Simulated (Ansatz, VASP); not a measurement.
## Two plane-wave programs on AlN

```
Al N
1.0
     0.00000    2.07140    2.07140
     2.07140    0.00000    2.07140
     2.07140    2.07140    0.00000
Al N
1 1
Cartesian
  0.0000 0.0000 0.0000
  2.0714 2.0714 2.0714
```

Alike in both runs: task single point; functional revPBE; k mesh 10 × 10 × 10; occupations gaussian, width 0.05 eV; no spin polarisation.

|  | VASP | Ansatz |
| --- | --- | --- |
| version | VASP 6.6.1 | Ansatz 0.2.0 |
| potentials or method | VASP PAW PBE potentials, release 64 (Al, N), cutoff 520 eV | scalar-relativistic, plane waves, PAW |
| valence electrons in the cell | 8 | 8 |

Ansatz gave:

* gap on the k mesh at the Fermi level (eV): 4.04
* least direct gap on the mesh (eV): 4.67
* pressure (GPa): -8.7

What did VASP give for the same quantities?

gap on the k mesh at the Fermi level (eV): 4.02; least direct gap on the mesh (eV): 4.68; pressure (GPa): -9.3.

VASP's potentials were made for PBE, not for revPBE.
